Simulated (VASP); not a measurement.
# MnIr (P4/mmm) in VASP: elastic constants with LDA

Aim: the elastic constants of MnIr with LDA.

Program: VASP 6.6.1. These are calculated values, not measurements. Logs are shortened: lines on timing, memory, paths and dates and some standing lists are left out, and cuts for length are marked.

**1. The cell of the first run**

Symmetry: P4/mmm, No. 123, tetragonal system. Conventional cell: a = 2.589 Å, b = 2.589 Å, c = 3.555 Å, α = 90.00°, β = 90.00°, γ = 90.00°. Mn (site symmetry 4/mmm) has 8 Ir at 2.55 Å and 4 Mn at 2.59 Å within 3.4 Å. Ir (site symmetry 4/mmm) has 8 Mn at 2.55 Å and 4 Ir at 2.59 Å within 3.4 Å.

**2. Elastic constants, LDA**

Input file INCAR:

```
SYSTEM = MnIr
PREC = Accurate
ENCUT = 600
EDIFF = 1E-8
ISMEAR = -1
SIGMA = 0.15
LREAL = .FALSE.
LASPH = .TRUE.
NELM = 60
ALGO = Normal
ISIF = 3
LWAVE = .FALSE.
LCHARG = .FALSE.
NBANDS = 18
IBRION = 6
NFREE = 2
POTIM = 0.015
NSW = 1
KPAR = 4
```

Input file KPOINTS:

```
regular mesh
0
G
  16 16 12
  0 0 0
```

Input file POSCAR:

```
MnIr
1.0
    2.5894799145      0.0000000000      0.0000000000
    0.0000000000      2.5894799145      0.0000000000
    0.0000000000      0.0000000000      3.5548246426
Mn Ir
1 1
Direct
    0.5000000000      0.5000000000      0.5000000000
    0.0000000000      0.0000000000      0.0000000000
```

Potentials or basis: VASP PAW LDA potentials, release 64 (Mn_pv, Ir).

Launch:

```console
$ cat potpaw_LDA.64/Mn_pv/POTCAR potpaw_LDA.64/Ir/POTCAR > POTCAR
$ mpirun -np 4 vasp_std > vasp.out
```

OUTCAR:

```text
SYSTEM = MnIr
   PREC = Accurate
   ENCUT = 600
   EDIFF = 1E-8
   ISMEAR = -1
   LREAL = .FALSE.
   LASPH = .TRUE.
   NELM = 60
   ISIF = 3
   IBRION = 6
   NFREE = 2
   POTIM = 0.015
   NSW = 1

 ion  position               nearest neighbor table
   1  0.500  0.500  0.500-   2 2.55   2 2.55   2 2.55   2 2.55   2 2.55   2 2.55   2 2.55   2 2.55

   2  0.000  0.000  0.000-   1 2.55   1 2.55   1 2.55   1 2.55   1 2.55   1 2.55   1 2.55   1 2.55

  LATTYP: Found a simple tetragonal cell.
 ALAT       =     2.5894799145
 C/A-ratio  =     1.3727948314

  Lattice vectors:

 A1 = (   2.5894799145,   0.0000000000,   0.0000000000)
 A2 = (   0.0000000000,   2.5894799145,   0.0000000000)
 A3 = (   0.0000000000,   0.0000000000,   3.5548246426)

Analysis of symmetry for initial positions (statically):
=====================================================================
 Subroutine PRICEL returns:
 Original cell was already a primitive cell.

 Routine SETGRP: Setting up the symmetry group for a
 simple tetragonal supercell.

 Subroutine GETGRP returns: Found 16 space group operations
 (whereof 16 operations were pure point group operations)
 out of a pool of 16 trial point group operations.

The static configuration has the point symmetry D_4h.

Analysis of symmetry for dynamics (positions and initial velocities):
=====================================================================
 Subroutine PRICEL returns:
 Original cell was already a primitive cell.

 Routine SETGRP: Setting up the symmetry group for a
 simple tetragonal supercell.

 Subroutine GETGRP returns: Found 16 space group operations
 (whereof 16 operations were pure point group operations)
 out of a pool of 16 trial point group operations.

The dynamic configuration has the point symmetry D_4h.

 Subroutine INISYM returns: Found 16 space group operations
 (whereof 16 operations are pure point group operations),
 and found     1 'primitive' translations

----------------------------------------------------------------------------------------

                                     Primitive cell

  volume of cell :      23.8365

  direct lattice vectors                    reciprocal lattice vectors
     2.589479915  0.000000000  0.000000000     0.386177933  0.000000000  0.000000000
     0.000000000  2.589479915  0.000000000     0.000000000  0.386177933  0.000000000
     0.000000000  0.000000000  3.554824643     0.000000000  0.000000000  0.281307828

  length of vectors
     2.589479915  2.589479915  3.554824643     0.386177933  0.386177933  0.281307828

  position of ions in fractional coordinates (direct lattice)
     0.500000000  0.500000000  0.500000000
     0.000000000  0.000000000  0.000000000

  ion indices of the primitive-cell ions
   primitive index   ion index
                 1           1
                 2           2

----------------------------------------------------------------------------------------

 KPOINTS: regular mesh

Automatic generation of k-mesh.
 Grid dimensions read from file:
 generate k-points for:   16   16   12

 Generating k-lattice:

  Cartesian coordinates                     Fractional coordinates (reciprocal lattice)
     0.024136121  0.000000000  0.000000000     0.062500000  0.000000000  0.000000000
     0.000000000  0.024136121  0.000000000     0.000000000  0.062500000  0.000000000
     0.000000000  0.000000000  0.023442319     0.000000000  0.000000000  0.083333333

  Length of vectors
     0.024136121  0.024136121  0.023442319

  Shift w.r.t. Gamma in fractional coordinates (k-lattice)
     0.000000000  0.000000000  0.000000000

 Subroutine IBZKPT returns following result:
 ===========================================

 Found    315 irreducible k-points:

 Following reciprocal coordinates:
            Coordinates               Weight
  0.000000  0.000000  0.000000      1.000000
  0.062500  0.000000  0.000000      4.000000
  0.125000  0.000000  0.000000      4.000000
  0.187500  0.000000  0.000000      4.000000
  0.250000  0.000000  0.000000      4.000000
  0.312500  0.000000  0.000000      4.000000
[... 16 lines left out ...]
  0.437500  0.125000  0.000000      8.000000
  0.500000  0.125000  0.000000      4.000000
[... 25 lines left out ...]
   ISIF   =      3    stress and relaxation
   ISYM   =      2    0-nonsym 1-usesym 2-fastsym
   POTIM  = 0.0150    time-step for ionic-motion
   TEBEG  =    0.0;   TEEND  =   0.0 temperature during run
   PSTRESS=    0.0 pullay stress
   NELECT =      22.0000    total number of electrons
   NUPDOWN=      -1.0000    fix difference up-down
   EMIN   =  10.00;   EMAX   =-10.00  energy-range for DOS
   EFERMI =   0.00;   METHOD = LEGACY
   ISMEAR =    -1;   SIGMA  =   0.15  broadening in eV -4-tet -1-fermi 0-gaus
   EFERMI_NEDOS =   21; number of points for ismear=-14 and -15
   IALGO  =     38    algorithm
   IMIX   =      4    mixing-type and parameters
     AMIX     =   0.40;   BMIX     =  1.00
     AMIX_MAG =   1.60;   BMIX_MAG =  1.00
  volume/ion in A,a.u.               =      11.92        80.43
  Fermi-wavevector in a.u.,A,eV,Ry     =   1.593925  3.012082 34.566933  2.540598
  Thomas-Fermi vector in A             =   2.692079
   LORBIT       =      0    0 simple, 1 ext, 2 COOP (PROOUT), +10 PAW based schemes
   GGA     = CA    functional components
   LHFCALC =     F    Hartree Fock is set to
   AEXX    =    0.0000 exact exchange contribution
   IVDW    =     0    specifies the selected vdW correction
   LEPSILON=     F    determine dielectric tensor
   LRPA    =     F    only Hartree local field effects (RPA)
 finite differences with symmetry
 non-spin polarized calculation
  energy-cutoff  :      600.00
  volume of cell :       23.84
 maximum number of plane-waves:       814
 NGX is ok and might be reduce to    24
   NGX = 11   NGY = 11   NGZ = 15

--------------------------------------- Ionic step        1  -------------------------------------------

 number of electron      22.0000003 magnetization

 Free energy of the ion-electron system (eV)
  ---------------------------------------------------
  ext. energy  EPLUGINS =         0.00000000
  ---------------------------------------------------
  free energy    TOTEN  =       -20.79523421 eV

  energy without entropy =      -20.60752410  energy(sigma->0) =      -20.70137916

------------------------ aborting loop because EDIFF is reached ----------------------------------------

  FORCE on cell =-STRESS in cart. coord.  units (eV):
  Direction    XX          YY          ZZ          XY          YZ          ZX
  --------------------------------------------------------------------------------------
  -------------------------------------------------------------------------------------
  Total        1.0241837      1.0241837      0.9659936      0.0000000     -0.0000000      0.0000000
  in kB       68.8406804     68.8406804     64.9294273      0.0000000     -0.0000000      0.0000000
  external PRESSURE =      67.5369294 kB  Pullay stress =       0.0000000 kB
[... 89 lines left out ...]
  FREE ENERGIE OF THE ION-ELECTRON SYSTEM (eV)
  ---------------------------------------------------
  free  energy   TOTEN  =       -20.7658911522 eV

  energy  without entropy=      -20.5822318761  energy(sigma->0) =      -20.67406151

[... ionic steps 4 to 18 ...]

--------------------------------------- Ionic step       19  -------------------------------------------

 number of electron      22.0000003 magnetization

------------------------ aborting loop because EDIFF is reached ----------------------------------------
[... 67 lines left out ...]
--------------------------------------- Ionic step       21  -------------------------------------------

 number of electron      22.0000002 magnetization

 Free energy of the ion-electron system (eV)
  ---------------------------------------------------
  ext. energy  EPLUGINS =         0.00000000
  ---------------------------------------------------
  free energy    TOTEN  =       -20.79460695 eV

  energy without entropy =      -20.60704962  energy(sigma->0) =      -20.70082828

 E-fermi :  10.9608     XC(G=0): -14.4909

 val. band max:       10.9579505961   @ k =   0.1875   0.0000   0.1667
 cond. band min:      10.9626659886   @ k =   0.5000   0.0625   0.0000
 fundamental gap:      0.0047153925
 Fermi energy:        10.9608379624

 k-point     1 :       0.0000    0.0000    0.0000
  band No.  band energies     occupation
      1     -36.8092      2.00000
      2     -36.5952      2.00000
      3     -36.5952      2.00000
      4       0.6454      2.00000
      5       3.9610      2.00000
      6       4.0074      2.00000
[... 481 lines left out ...]
      5       5.6997      2.00000
      6       6.1249      2.00000
[... 10 lines left out ...]
     17      24.6523      0.00000
     18      25.9870      0.00000

 [... further k-points ...]
[... 5 lines left out ...]
  --------------------------------------------------------------------------------------
  -------------------------------------------------------------------------------------
  Total        1.0289740      1.0289740      0.9714187      0.0000000      0.0000000      0.0000000
  in kB       69.1626630     69.1626630     65.2940729      0.0000000      0.0000000      0.0000000
  external PRESSURE =      67.8731330 kB  Pullay stress =       0.0000000 kB
[... 17 lines left out ...]
  FREE ENERGIE OF THE ION-ELECTRON SYSTEM (eV)
  ---------------------------------------------------
  free  energy   TOTEN  =       -20.7946069497 eV

  energy  without entropy=      -20.6070496158  energy(sigma->0) =      -20.70082828

 INTERNAL STRAIN TENSORS FROM STRAINED CELLS
 ============================================

 INTERNAL STRAIN TENSOR FOR ION    1 for displacements in x,y,z  (eV/Angst):
          X           Y           Z          XY          YZ          ZX
  --------------------------------------------------------------------------------
  x     0.00000     0.00000     0.00000     0.00000     0.00000    -0.00000
  y     0.00000     0.00000     0.00000     0.00000     0.00000     0.00000
  z     0.00000     0.00000     0.00000     0.00000     0.00000     0.00000

 INTERNAL STRAIN TENSORS FROM DISPLACED ATOMS
 ============================================

 INTERNAL STRAIN TENSOR FOR ION    1 for displacements in x,y,z  (eV/Angst):
          X           Y           Z          XY          YZ          ZX
  --------------------------------------------------------------------------------
  x     0.00000     0.00000     0.00000     0.00000     0.00000     0.00000
  y     0.00000     0.00000     0.00000     0.00000     0.00000     0.00000
  z     0.00000     0.00000     0.00000     0.00000     0.00000     0.00000

 INTERNAL STRAIN TENSOR FOR ION    2 for displacements in x,y,z  (eV/Angst):
          X           Y           Z          XY          YZ          ZX
  --------------------------------------------------------------------------------
  x     0.00000     0.00000     0.00000     0.00000     0.00000     0.00000
  y     0.00000     0.00000     0.00000     0.00000     0.00000     0.00000
  z     0.00000     0.00000     0.00000     0.00000     0.00000     0.00000

 Eigenvectors and eigenvalues of the dynamical matrix
 ----------------------------------------------------

   1 f  =    5.657339 THz    35.546109 2PiTHz  188.708516 cm-1    23.396864 meV
             X         Y         Z           dx          dy          dz
      1.294740  1.294740  1.777412     0.000000   -0.000000   -0.882289
      0.000000  0.000000  0.000000    -0.000000    0.000000    0.470708
[... 21 lines left out ...]
   6 f/i=    0.004850 THz     0.030475 2PiTHz    0.161786 cm-1     0.020059 meV
             X         Y         Z           dx          dy          dz
      1.294740  1.294740  1.777412    -0.000000    0.000000    0.470708
      0.000000  0.000000  0.000000    -0.000000    0.000000    0.882289

--------------------------------------------------------------------------------------------------------

 ELASTIC MODULI CONTR FROM IONIC RELAXATION (kBar)
 Direction    XX          YY          ZZ          XY          YZ          ZX
 --------------------------------------------------------------------------------
 XX           0.0000      0.0000      0.0000      0.0000      0.0000      0.0000
 YY           0.0000      0.0000      0.0000      0.0000      0.0000      0.0000
 ZZ           0.0000      0.0000      0.0000      0.0000      0.0000      0.0000
 XY           0.0000      0.0000      0.0000      0.0000      0.0000      0.0000
 YZ           0.0000      0.0000      0.0000      0.0000      0.0000      0.0000
 ZX           0.0000      0.0000      0.0000      0.0000      0.0000      0.0000
 --------------------------------------------------------------------------------

 TOTAL ELASTIC MODULI (kBar)
 Direction    XX          YY          ZZ          XY          YZ          ZX
 --------------------------------------------------------------------------------
 XX        7912.7179   1323.3035   2641.9944      0.0000      0.0000      0.0000
 YY        1323.3035   7912.7179   2641.9944      0.0000      0.0000      0.0000
 ZZ        2641.9944   2641.9944   5927.2240      0.0000      0.0000      0.0000
 XY           0.0000      0.0000      0.0000   1491.3258      0.0000      0.0000
 YZ           0.0000      0.0000      0.0000      0.0000   2905.1145      0.0000
 ZX           0.0000      0.0000      0.0000      0.0000      0.0000   2905.1145
 --------------------------------------------------------------------------------
```

It took 29 min on 4 MPI ranks of Oxide Virtual Turin-like, shared host; peak memory 0.8 GiB.

Results:

```
Voigt bulk modulus            : 389 GPa
Highest phonon frequency at Γ : 189 cm⁻¹
```

Phonon frequencies in cm⁻¹ (negative: imaginary):
```csv
q point,frequencies
"(0.000, 0.000, 0.000)",0 0 0 178 178 189
```

Elastic tensor in Voigt notation (GPa, in the Cartesian axes of the cell as first typed):
```
791 132 264   0   0   0
132 791 264   0   0   0
264 264 593   0   0   0
  0   0   0 291   0   0
  0   0   0   0 291   0
  0   0   0   0   0 149
```

Clamped-ion elastic tensor (GPa):
```
791 132 264   0   0   0
132 791 264   0   0   0
264 264 593   0   0   0
  0   0   0 291   0   0
  0   0   0   0 291   0
  0   0   0   0   0 149
```

Caveat: the cell is under stress, which shifts elastic constants; spin-orbit coupling is left out, which moves the levels of the heavy elements; the run has no spin polarisation, though such a crystal can be magnetic.
